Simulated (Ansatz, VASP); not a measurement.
InSb: VASP beside Ansatz

```
In Sb
1.0
     5.42749    0.00000    0.00000
     0.00000    5.78717    0.00000
     0.00000    0.00000    3.10331
In Sb
2 2
Direct
  0.00000 0.00000 0.00000
  0.50000 0.50000 0.00000
  0.50000 0.00000 0.83500
  0.00000 0.50000 0.16500
```

Change from the starting cell: volume scaled by 1.04, crystal datasets.

Alike in both runs: task electric field gradients; functional PBE; k mesh 6 × 6 × 11; occupations fermi-dirac, width 0.08 eV; no spin polarisation.

|  | VASP | Ansatz |
| --- | --- | --- |
| version | VASP 6.6.1 | Ansatz 0.2.0 |
| potentials or method | VASP PAW PBE potentials, release 64 (In_d, Sb), cutoff 520 eV | all-electron PAW with datasets made for the crystal, scalar-relativistic |

```csv
,VASP,Ansatz,Ansatz less VASP
pressure (GPa),13.4,13.5,+0.02
"traceless stress, the component that is largest in VASP (GPa)",10.54,10.56,+0.017
rms of the force components (eV/Å),0.284,0.285,+0.0006
size of Vzz on the site where it differs most (V/Å²),80.1,72.9,-7.20
```

Atom by atom the forces differ by 0.001 eV/Å (rms over components). Ansatz ran all-electron here, and VASP with PAW potentials.

Spin-orbit coupling is off throughout.
